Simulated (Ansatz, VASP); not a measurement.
# Two plane-wave programs on KI

The input INCAR:

```
PREC = Accurate ; ENCUT = 520
EDIFF = 1E-6 ; ISMEAR = 0
SIGMA = 0.05 ; LREAL = F
LASPH = T ; NELM = 100
ALGO = Normal ; ISIF = 2
LWAVE = F ; LCHARG = F
GGA = PS ; NBANDS = 15
```

Contents of KPOINTS:

```
regular mesh
0
Gamma
  6 6 6
```

File POSCAR:

```
KI
1.0
    0.0000000000      3.2425860000      3.6655320000
    3.2425860000      0.0000000000      3.6655320000
    3.2425860000      3.2425860000      0.0000000000
K I
1 1
Direct
    0.0000000000      0.0000000000      0.0000000000
    0.5000000000      0.5000000000      0.5000000000
```

Input for Ansatz:

```yaml
crystal:
  lattice:
    - [0.0, 3.242586, 3.665532]
    - [3.242586, 0.0, 3.665532]
    - [3.242586, 3.242586, 0.0]
  atoms:
    - { symbol: K, position: [0.0, 0.0, 0.0] }
    - { symbol: I, position: [0.5, 0.5, 0.5] }
basis:
  ecutwfc: 420
kpoints:
  mp_grid: { grid: [6, 6, 6] }
hamiltonian:
  xc: pbesol
scf:
  occupations: { method: gaussian, width: 0.05 }
output:
  forces: true
  stress: true
  eigenvalues: true
```

Change from the starting cell: strain -0.080 along x and y, +0.040 along z, atoms carried along.

Alike in both runs: task single point; functional PBEsol; k mesh 6 × 6 × 6; occupations gaussian, width 0.05 eV; no spin polarisation.

```csv
,VASP,Ansatz
version,VASP 6.6.1,Ansatz 0.2.0
potentials or method,"VASP PAW PBE potentials, release 64 (K_sv, I), cutoff 520 eV","scalar-relativistic, plane waves, PAW"
valence electrons in the cell,16,26
```

```tsv
	VASP	Ansatz	Ansatz less VASP
gap on the k mesh at the Fermi level (eV)	4.01	4.02	+0.008
least direct gap on the mesh (eV)	4.01	4.02	+0.008
pressure (GPa)	2.6	2.5	-0.08
traceless stress, the component that is largest in VASP (GPa)	-3.20	-3.15	+0.048
```

VASP's potentials were made for PBE, not for PBEsol. VASP's potentials hold 16 valence electrons a cell and Ansatz's 26, so a difference there can come from the potentials and not from the codes.

Spin-orbit coupling is off throughout.
